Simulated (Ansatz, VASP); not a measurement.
## Tl2F in VASP and in Ansatz

File INCAR:

```
  PREC = Accurate
  ENCUT = 520
  EDIFF = 1E-6
  ISMEAR = 0
  SIGMA = 0.1
  LREAL = False
  LASPH = True
  NELM = 80
  ALGO = Normal
  ISIF = 2
  LWAVE = False
  LCHARG = False
  GGA = PE
  NBANDS = 42
```

The input KPOINTS:

```
Automatic mesh
0
Gamma
  4 4 4
```

POSCAR

```
Tl2F
1.0
    0.0000000000      4.1367539600      4.1367539600
    4.1367539600      0.0000000000      4.1367539600
    4.1367539600      4.1367539600      0.0000000000
Tl F
4 2
Direct
    0.6250000000      0.6250000000      0.6250000000
    0.1250000000      0.6250000000      0.6250000000
    0.6250000000      0.6250000000      0.1250000000
    0.6250000000      0.1250000000      0.6250000000
    0.0000000000      0.0000000000      0.0000000000
    0.2500000000      0.2500000000      0.2500000000
```

Input for Ansatz:

```yaml
crystal:
  lattice:
    - [0.0, 4.13675396, 4.13675396]
    - [4.13675396, 0.0, 4.13675396]
    - [4.13675396, 4.13675396, 0.0]
  atoms:
    - { symbol: Tl, position: [0.625, 0.625, 0.625] }
    - { symbol: Tl, position: [0.125, 0.625, 0.625] }
    - { symbol: Tl, position: [0.625, 0.625, 0.125] }
    - { symbol: Tl, position: [0.625, 0.125, 0.625] }
    - { symbol: F, position: [0.0, 0.0, 0.0] }
    - { symbol: F, position: [0.25, 0.25, 0.25] }
basis:
  ecutwfc: 420
kpoints:
  mp_grid: { grid: [4, 4, 4] }
hamiltonian:
  xc: pbe
scf:
  occupations: { method: gaussian, width: 0.1 }
  lower_state_search: "off"
output:
  forces: true
  stress: true
  eigenvalues: true
```

Change from the starting cell: species swapped into the LaPt2 type (Fd-3m, No. 227).

Alike in both runs: task single point; functional PBE; k mesh 4 × 4 × 4; occupations gaussian, width 0.1 eV; no spin polarisation.

|  | VASP | Ansatz |
| --- | --- | --- |
| version | VASP 6.6.1 | Ansatz 0.2.0 |
| potentials or method | VASP PAW PBE potentials, release 64 (Tl_d, F), cutoff 520 eV | scalar-relativistic, plane waves, PAW |
| valence electrons in the cell | 66 | 66 |

|  | VASP | Ansatz | Ansatz less VASP |
| --- | --- | --- | --- |
| gap on the k mesh at the Fermi level (eV) | none | none | - |
| pressure (GPa) | 8.2 | 8.3 | +0.14 |

A gap of «none» marks a metal or a gap that the smearing closes.

Spin-orbit coupling is off throughout.
